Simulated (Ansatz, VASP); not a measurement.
**One calculation of InRh, two programs**

```
CELL_PARAMETERS angstrom
3.19600 0.00000 0.00000
0.00000 3.19600 0.00000
0.00000 0.00000 3.19600
ATOMIC_POSITIONS crystal
In 0.50000 0.50000 0.50000
Rh 0.00000 0.00000 0.00000
```

Alike in both runs: task single point; functional LDA; k mesh 4 × 4 × 4; occupations methfessel-paxton of order 1, width 0.3 eV; no spin polarisation.

|  | VASP | Ansatz |
| --- | --- | --- |
| version | VASP 6.6.1 | Ansatz 0.2.0 |
| potentials or method | VASP PAW LDA potentials, release 64 (In_d, Rh_pv), cutoff 500 eV | plane waves, PAW |
| valence electrons in the cell | 28 | 30 |

|  | VASP | Ansatz | Ansatz less VASP |
| --- | --- | --- | --- |
| gap on the k mesh at the Fermi level (eV) | none | none | - |
| pressure (GPa) | -4.5 | -5.1 | -0.62 |

LDA's correlation is that of Perdew and Zunger in VASP and of Perdew and Wang (1992) in Ansatz. A gap of «none» marks a metal or a gap that the smearing closes. VASP's potentials hold 28 valence electrons a cell and Ansatz's 30, so a difference there can come from the potentials and not from the codes.

The k mesh is coarse, so the values compare programs but aren't converged.
